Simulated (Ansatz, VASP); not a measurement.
Given: the input of a run of VASP 6.6.1 on SiNi3.

INCAR

```
SYSTEM = SiNi3
  PREC = Accurate
  ENCUT = 520
  EDIFF = 1E-6
  ISMEAR = -1
  SIGMA = 0.05
  LREAL = .FALSE.
  LASPH = .TRUE.
  NELM = 150
  ALGO = Fast
  ISIF = 2
  LWAVE = .FALSE.
  LCHARG = .TRUE.
  ISPIN = 2
  MAGMOM = 1 1 1 0
  LORBIT = 11
  LMAXMIX = 4
  GGA = PS
  LELF = .TRUE.
  LVHAR = .TRUE.
  NBANDS = 29
```

File KPOINTS:

```
Automatic mesh
0
G
  12 12 12
  0 0 0
```

File POSCAR:

```
SiNi3
1.0
    1.2841273295      0.7413912593      7.6105650344
   -1.2841273295      0.7413912593      7.6105650344
    0.0000000000     -1.4827825187      7.6105650344
Ni Si
3 1
Direct
    0.2547330000      0.2547330000      0.2547330000
    0.5000000000      0.5000000000      0.5000000000
    0.7452670000      0.7452670000      0.7452670000
    0.0000000000      0.0000000000      0.0000000000
```

Potentials or basis: VASP PAW PBE potentials, release 64 (Ni, Si).

Command:

```bash
$ cat potpaw_PBE.64/Ni/POTCAR potpaw_PBE.64/Si/POTCAR > POTCAR
$ mpirun -np 1 vasp_std > vasp.out
```

Question: Set up the same calculation for Ansatz 0.2.0. Potentials there: Ansatz PAW.

Answer: As run (the cutoff follows the program's own potentials):

Contents of input.yaml:

```yaml
crystal:
  lattice:
    - [1.2841273295, 0.7413912593, 7.6105650344]
    - [-1.2841273295, 0.7413912593, 7.6105650344]
    - [0.0, -1.4827825187, 7.6105650344]
  atoms:
    - { symbol: Ni, position: [0.254733, 0.254733, 0.254733], spin: 1.0 }
    - { symbol: Ni, position: [0.5, 0.5, 0.5], spin: 1.0 }
    - { symbol: Ni, position: [0.745267, 0.745267, 0.745267], spin: 1.0 }
    - { symbol: Si, position: [0.0, 0.0, 0.0] }
hamiltonian:
  xc: pbesol
  pseudopotentials: { kind: paw }
magnetization:
  spin_polarized: true
kpoints:
  mp_grid: { grid: [12, 12, 12] }
scf:
  occupations: { method: fermi_dirac, width: 0.05 }
output:
  forces: true
  stress: true
  eigenvalues: true
```

Potentials or basis: Ansatz PAW.

Run with:

```sh
$ ansatz run input.yaml --threads 1 --pin off --max-ram 3584MiB --backend cpu --events-out ev --progress --plain --runs-dir out
```

Both were run:

|  | VASP | Ansatz | Ansatz less VASP |
| --- | --- | --- | --- |
| gap on the k mesh at the Fermi level (eV) | none | none | - |
| pressure (GPa) | -2.1 | -2.4 | -0.30 |
| traceless stress, the component that is largest in VASP (GPa) | -0.25 | -0.33 | -0.075 |
| rms of the force components (eV/Å) | 0.018 | 0.002 | -0.0167 |
| net moment per atom (μB) | 0.08 | 0.10 | +0.019 |
| size of the moment on the site where the two differ most (μB) | 0.26 | 0.32 | +0.062 |

VASP's potentials were made for PBE, not for PBEsol. Site moments also hang on the region over which each program counts them. Atom by atom the forces differ by 0.017 eV/Å (rms over components). A gap of «none» marks a metal or a gap that the smearing closes. The functional is the same, so the differences come from potentials, cutoffs and numerics. VASP's potentials hold 34 valence electrons a cell and Ansatz's 58, so a difference there can come from the potentials and not from the codes.
